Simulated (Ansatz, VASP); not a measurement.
## Y2SiC in VASP and in Ansatz

```xyz
4
Lattice="5.0490 0.0000 0.0000 0.0000 5.0490 0.0000 0.0000 0.0000 3.3254" Properties=species:S:1:pos:R:3 pbc="T T T"
Y     2.5245    0.0000    0.0000
Y     0.0000    2.5245    0.0000
Si    2.5245    2.5245    1.6627
C     0.0000    0.0000    0.0000
```

Alike in both runs: task single point; functional PBE; k mesh 4 × 4 × 6; occupations gaussian, width 0.1 eV; no spin polarisation.

|  | VASP | Ansatz |
| --- | --- | --- |
| version | VASP 6.6.1 | Ansatz 0.2.0 |
| potentials or method | VASP PAW PBE potentials, release 64 (Y_sv, Si, C), cutoff 520 eV | scalar-relativistic, plane waves, PAW |
| valence electrons in the cell | 30 | 30 |

Ansatz gave:

| Item | Value |
| --- | --- |
| gap on the k mesh at the Fermi level (eV) | none |
| pressure (GPa) | -1.4 |
| traceless stress, the component that is largest in VASP (GPa) | 6.61 |

Which values does VASP return?

gap on the k mesh at the Fermi level (eV): none; pressure (GPa): -1.5; traceless stress, the component that is largest in VASP (GPa): 6.62.

A gap of «none» marks a metal or a gap that the smearing closes.
